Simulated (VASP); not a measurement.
Wanted: the native input for a VASP 6.6.1 run.

* Task: single point
* Functional: PBE
* Potentials or basis: VASP PAW PBE potentials, release 64 (As)
* Cutoff: 520 eV
* k mesh: 10 × 10 × 8
* Occupations: gaussian, width 0.05 eV
* Spin: no spin polarisation
* Dipole correction: no
* Further INCAR settings: ALGO = Normal; EDIFF = 1e-07; NBANDS = 18

The structure of As lies in POSCAR:

```
As
1.0
    1.7485690000     -5.4128800000      0.0000000000
    1.7485690000      5.4128800000      0.0000000000
    0.0000000000      0.0000000000      4.4346423000
As
4
Direct
    0.1231478098      0.8768521902      0.9856196761
    0.6231478098      0.3768521902      0.5143803239
    0.8768521902      0.1231478098      0.0143803239
    0.3768521902      0.6231478098      0.4856196761
```

This cell differs from its parent crystal: strained.

The input as run:

INCAR

```
PREC = Accurate
ENCUT = 520
EDIFF = 1E-7
ISMEAR = 0
SIGMA = 0.05
LREAL = False
LASPH = True
NELM = 80
ALGO = Normal
ISIF = 2
LWAVE = False
LCHARG = False
GGA = PE
NBANDS = 18
```

KPOINTS

```
Automatic mesh
0
Gamma
  10 10 8
```

Potentials or basis: VASP PAW PBE potentials, release 64 (As).

Launch:

```sh
$ cat potpaw_PBE.64/As/POTCAR > POTCAR
$ mpirun -np 1 vasp_std > vasp.out
```

Results of the run:

```
Pressure               : -3.1 GPa
Largest force          : 0.785 eV/Å
Band gap on the k mesh : zero (bands 10 and 11 overlap by 1.69 eV)
```

Caveat: the cell differs from its parent crystal (strained); the cell stands under tension.

Wall time 2.9 min on 1 thread of Intel(R) Xeon(R) Platinum 8559C (Emerald Rapids), on a shared host, peak memory 0.35 GiB.
